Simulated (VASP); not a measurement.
Here is a VASP 6.6.1 calculation.

INCAR

```
  ALGO = Normal
  EDIFF = 1E-6
  ENCUT = 520
  GGA = PE
  ISIF = 2
  ISMEAR = -1
  LASPH = True
  LCHARG = False
  LREAL = False
  LWAVE = False
  NBANDS = 9
  NELM = 80
  PREC = Accurate
  SIGMA = 0.3
```

KPOINTS

```
k-points
0
Gamma
  12 12 7
```

File POSCAR:

```
Mg
1.0
    3.2515324747      0.0000000000      0.0000000000
   -1.6257662373      2.8159093916      0.0000000000
    0.0000000000      0.0000000000      5.2788644417
Mg
2
Direct
    0.3333333333      0.6666666667      0.2500000000
    0.6666666667      0.3333333333      0.7500000000
```

Potentials or basis: VASP PAW PBE potentials, release 64 (Mg).

Command:

```bash
$ cat potpaw_PBE.64/Mg/POTCAR > POTCAR
$ mpirun -np 1 vasp_std > vasp.out
```

Estimate the pressure.

-1.5 GPa.

What does it give for the band gap on the k mesh?

Zero (band 2 reaches 3.36 eV, above the bottom of band 3 at 1.13 eV).

Stress tensor (GPa, compression positive):
```
-1.44  0.00  0.00
 0.00 -1.44  0.00
 0.00  0.00 -1.55
```
